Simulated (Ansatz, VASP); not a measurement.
# Two plane-wave programs on ScAl3N4

```
Sc Al N
1.0
    -3.20585    0.00000    0.00000
     0.00000    5.59948    0.00031
     1.60293   -2.80002   -5.05697
Sc Al N
1 3 4
Direct
  0.00552 0.33587 0.01104
  0.50004 0.83658 0.00007
  0.75334 0.41628 0.50668
  0.24563 0.91669 0.49127
  0.79996 0.13052 0.59991
  0.30602 0.64290 0.61203
  0.56814 0.21305 0.13628
  0.05736 0.74410 0.11472
```

Alike in both runs: functional r2SCAN; k mesh 6 × 6 × 6; occupations gaussian, width 0.1 eV; no spin polarisation.

Ansatz relaxed the structure, and its values are those at the end. VASP's run is a single point on that final structure, the one shown.

```csv
,VASP,Ansatz
version,VASP 6.6.1,Ansatz 0.2.0
potentials or method,"VASP PAW PBE potentials, release 64 (Sc_sv, Al, N), cutoff 520 eV","scalar-relativistic, plane waves, PAW"
valence electrons in the cell,40,40
```

|  | VASP | Ansatz | Ansatz less VASP |
| --- | --- | --- | --- |
| gap on the k mesh at the Fermi level (eV) | 4.28 | 4.25 | -0.032 |
| least direct gap on the mesh (eV) | 4.43 | 4.39 | -0.041 |
| pressure (GPa) | 0.1 | 0.0 | -0.15 |
| rms of the force components (eV/Å) | 0.035 | 0.006 | -0.0294 |

VASP's potentials were made for PBE, not for r2SCAN.
